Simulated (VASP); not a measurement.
# MoS2 in VASP: vibrations by perturbation theory with PBEsol

Aim: the vibrations by perturbation theory of MoS2 with PBEsol.

Everything below comes from runs of VASP 6.6.1. Logs are shortened: lines on timing, memory, paths and dates and some standing lists are left out, and cuts for length are marked.

## Step 1: The cell of the first run

The cell holds a slab with vacuum, 3 atoms: a = 3.184 Å, b = 3.184 Å, c = 17.335 Å, α = 90.00°, β = 90.00°, γ = 120.00°.

## Step 2: Vibrations by perturbation theory, PBEsol

INCAR

```
PREC     = Accurate       # precision mode
ENCUT    = 520            # plane-wave cutoff, eV
EDIFF    = 1E-8           # SCF threshold, eV
ISMEAR   = 1              # smearing method
SIGMA    = 0.15           # smearing width, eV
LREAL    = F              # projectors in reciprocal space
LASPH    = T              # aspherical terms in the spheres
NELM     = 100            # most SCF steps
ALGO     = Normal         # electronic algorithm
ISIF     = 2              # what is computed and relaxed
LWAVE    = F              # write WAVECAR
LCHARG   = F              # write CHGCAR
GGA      = PS             # functional
NBANDS   = 20             # bands
IBRION   = 8              # ionic algorithm
NSW      = 1              # ionic steps
```

KPOINTS

```
regular mesh
0
Gamma
  12 12 2
```

POSCAR

```
MoS2
1.0
    3.1841260000      0.0000000000      0.0000000000
   -1.5920630000      2.7575340000      0.0000000000
    0.0000000000      0.0000000000     17.3346000000
Mo S
1 2
Direct
    0.0000000000      0.0000000000      0.0000000000
    0.3333333333      0.6666666667      0.0894930000
    0.3333333333      0.6666666667      0.9105070000
```

Potentials or basis: VASP PAW PBE potentials, release 64 (Mo_sv, S).

Command:

```bash
$ cat potpaw_PBE.64/Mo_sv/POTCAR potpaw_PBE.64/S/POTCAR > POTCAR
$ mpirun -np 1 vasp_std > vasp.out
```

OUTCAR:

```text
PREC = Accurate
   ENCUT = 520
   EDIFF = 1E-8
   ISMEAR = 1
   LREAL = F
   LASPH = T
   NELM = 100
   ISIF = 2
   GGA = PS
   IBRION = 8
   NSW = 1

 ion  position               nearest neighbor table
   1  0.000  0.000  0.000-   2 2.41   3 2.41   2 2.41   3 2.41   2 2.41   3 2.41
   2  0.333  0.667  0.089-   1 2.41   1 2.41   1 2.41
   3  0.333  0.667  0.911-   1 2.41   1 2.41   1 2.41

  LATTYP: Found a hexagonal cell.
 ALAT       =     3.1841260000
 C/A-ratio  =     5.4440684822

  Lattice vectors:

 A1 = (   3.1841260000,   0.0000000000,   0.0000000000)
 A2 = (  -1.5920630000,   2.7575340000,   0.0000000000)
 A3 = (   0.0000000000,   0.0000000000,  17.3346000000)

Analysis of symmetry for initial positions (statically):
=====================================================================
 Subroutine PRICEL returns:
 Original cell was already a primitive cell.

 Routine SETGRP: Setting up the symmetry group for a
 hexagonal supercell.

 Subroutine GETGRP returns: Found 12 space group operations
 (whereof 12 operations were pure point group operations)
 out of a pool of 24 trial point group operations.

The static configuration has the point symmetry D_3h.

Analysis of symmetry for dynamics (positions and initial velocities):
=====================================================================
 Subroutine PRICEL returns:
 Original cell was already a primitive cell.

 Routine SETGRP: Setting up the symmetry group for a
 hexagonal supercell.

 Subroutine GETGRP returns: Found 12 space group operations
 (whereof 12 operations were pure point group operations)
 out of a pool of 24 trial point group operations.

The dynamic configuration has the point symmetry D_3h.

 Subroutine INISYM returns: Found 12 space group operations
 (whereof 12 operations are pure point group operations),
 and found     1 'primitive' translations

[... 728 lines left out ...]
 -----------------------------------------------------------------------------------
      0.00000      0.00000      0.00000        -0.000000      0.000000      0.000000
     -0.00000      1.83836      1.55133         0.000000     -0.000000     -0.148767
     -0.00000      1.83836     15.78327         0.000000      0.000000      0.148767
 -----------------------------------------------------------------------------------
    total drift:                                0.000000     -0.000000     -0.000000

  FREE ENERGIE OF THE ION-ELECTRON SYSTEM (eV)
  ---------------------------------------------------
  free  energy   TOTEN  =       -23.4065219931 eV

  energy  without entropy=      -23.4075068428  energy(sigma->0) =      -23.40685028

[... ionic steps 2 to 3 ...]

--------------------------------------- Ionic step        4  -------------------------------------------

------------------------ aborting loop because EDIFF is reached ----------------------------------------
[... 11 lines left out ...]
[... ionic steps 8 to 8 ...]

--------------------------------------- Ionic step        9  -------------------------------------------

 Free energy of the ion-electron system (eV)
  ---------------------------------------------------
  ---------------------------------------------------
  free energy    TOTEN  =        -0.15206589 eV

  energy without entropy =       -0.15206881

------------------------ aborting loop because EDIFF is reached ----------------------------------------

 INTERNAL STRAIN TENSOR  FOR ION    2  DIRECTION 3   (eV/Angst):
 -----------------------------------------------------------------------------
   -10.01442  0.00000 -0.00000
     0.00000-10.01442  0.00000
     0.00000  0.00000-29.24979

 INTERNAL STRAIN TENSOR FOR ION    3 for displacements in x,y,z  (eV/Angst):
          X           Y           Z          XY          YZ          ZX
  --------------------------------------------------------------------------------
  x    -0.00000     0.00000     0.00000     2.97427     0.00000    13.14372
  y     2.97427    -2.97427    -0.00000     0.00000    14.76627     0.00000
  z    10.01442    10.01442    29.24979     0.00000     0.00000     0.00000

 SECOND DERIVATIVES (NOT SYMMETRIZED)
 ------------------------------------
               1X          1Y          1Z          2X          2Y          2Z          3X          3Y          3Z
  1X   -19.989447    0.000000    0.000000    9.994724   -0.000000    0.000000    9.994724   -0.000000    0.000000
  1Y     0.000000  -19.989447    0.000000    0.000000    9.994723    0.000000    0.000000    9.994723    0.000000
  1Z     0.000000    0.000000  -30.080292    0.000000    0.000000   15.040146   -0.000000    0.000000   15.040146
  2X    10.018094    0.000000    0.000000   -9.601563    0.000000   -0.000000   -0.416532   -0.000000    0.000000
  2Y     0.000000   10.018094    0.000000    0.000000   -9.601563    0.000000    0.000000   -0.416532    0.000000
  2Z    -0.000000   -0.000000   15.054808   -0.000000    0.000000  -16.907482    0.000000   -0.000000    1.852674
  3X    10.018094   -0.000000    0.000000   -0.416532    0.000000    0.000000   -9.601563    0.000000    0.000000
  3Y     0.000000   10.018094    0.000000    0.000000   -0.416532    0.000000    0.000000   -9.601563    0.000000
  3Z    -0.000000    0.000000   15.054808    0.000000    0.000000    1.852674    0.000000    0.000000  -16.907482

 Eigenvectors and eigenvalues of the dynamical matrix
 ----------------------------------------------------

   1 f  =   13.833722 THz    86.919837 2PiTHz  461.443288 cm-1    57.211650 meV
             X         Y         Z           dx          dy          dz
      0.000000  0.000000  0.000000    -0.000000    0.000000   -0.632780
     -0.000000  1.838356  1.551325     0.000000   -0.000000    0.547535
     -0.000000  1.838356 15.783275     0.000000   -0.000000    0.547535
[... 43 lines left out ...]
   9 f/i=    0.006455 THz     0.040555 2PiTHz    0.215299 cm-1     0.026694 meV
             X         Y         Z           dx          dy          dz
      0.000000  0.000000  0.000000    -0.773945   -0.030425    0.000000
     -0.000000  1.838356  1.551325    -0.446915   -0.017569    0.000000
     -0.000000  1.838356 15.783275    -0.446915   -0.017569    0.000000

--------------------------------------------------------------------------------------------------------

 ELASTIC MODULI CONTR FROM IONIC RELAXATION (kBar)
 Direction    XX          YY          ZZ          XY          YZ          ZX
 --------------------------------------------------------------------------------
 XX        -129.5782    -95.5142   -328.7212      0.0000      0.0000      0.0000
 YY         -95.5142   -129.5782   -328.7212      0.0000      0.0000      0.0000
 ZZ        -328.7212   -328.7212   -960.1179      0.0000      0.0000      0.0000
 XY           0.0000      0.0000      0.0000    -17.0320      0.0000     -0.0000
 YZ           0.0000      0.0000      0.0000      0.0000   -499.7774      0.0000
 ZX           0.0000      0.0000      0.0000     -0.0000      0.0000   -395.9786
 --------------------------------------------------------------------------------
```

OSZICAR:

```text
N       E                     dE             d eps       ncg     rms          rms(c)
DAV:   1     0.162938600353E+03    0.16294E+03   -0.12282E+04  1920   0.108E+03
DAV:   2    -0.138504152452E+02   -0.17679E+03   -0.17329E+03  2052   0.256E+02
[... 97 lines left out ...]
RMM:  12    -0.152065409366E+00   -0.99468E-06   -0.63145E-09  2711   0.205E-04    0.507E-05
RMM:  13    -0.152065973257E+00   -0.56389E-06    0.37291E-09  2721   0.140E-04    0.277E-05
RMM:  14    -0.152065915985E+00    0.57272E-07    0.31300E-08  2887   0.107E-04    0.380E-05
RMM:  15    -0.152065852265E+00    0.63720E-07    0.12829E-08  2814   0.682E-05    0.102E-05
RMM:  16    -0.152065882547E+00   -0.30283E-07   -0.42530E-08  2933   0.482E-05    0.601E-06
RMM:  17    -0.152065891977E+00   -0.94293E-08    0.29238E-08  2864   0.286E-05    0.462E-06
 Linear response finished
```

stdout:

```text
POSCAR found type information on POSCAR MoS
 POSCAR found :  2 types and       3 ions
 scaLAPACK will be used
 -----------------------------------------------------------------------------
|                                                                             |
|                                                                             |
|     You enforced a specific xc type in the INCAR file but a different       |
|     I HOPE YOU KNOW WHAT YOU ARE DOING!                                     |
|                                                                             |
 -----------------------------------------------------------------------------

 LDA part: xc-table for (Slater+PW92), standard interpolation
 POSCAR, INCAR and KPOINTS ok, starting setup
 FFT: planning ... GRIDC
 FFT: planning ... GRID_SOFT
 FFT: planning ... GRID
 WAVECAR not read
 entering main loop
 Linear response reoptimize wavefunctions to high precision
 Linear response DOF=           4
 Linear response progress:
 first order change of Fermi-energy  -0.25464E-03
 force on displaced ion       1 direction 1 : -19.989   0.000   0.000
 Linear response progress:
 first order change of Fermi-energy  -0.92341E-06
 force on displaced ion       1 direction 3 :   0.000   0.000 -30.080
 Linear response progress:
 first order change of Fermi-energy   0.11677E-03
 force on displaced ion       2 direction 1 :  -9.602   0.000   0.000
 Linear response progress:
 first order change of Fermi-energy  -0.12643E+01
 force on displaced ion       2 direction 3 :  -0.000   0.000 -16.907
 Linear response finished
```

Wall time 29 min (1 thread of Intel Xeon 6975P-C, shared host); peak memory 1 GiB.

Results:

```yaml
Highest_phonon_frequency_at_Γ_LO-TO_splitting_left_out: 461 cm⁻¹
```

Phonon frequencies in cm⁻¹ (negative: imaginary):
| q point | frequencies |
| --- | --- |
| (0.000, 0.000, 0.000) | 0 0 0 279 279 376 376 399 461 |

Caveat: the cell wasn't relaxed at this level first, which shifts response properties.
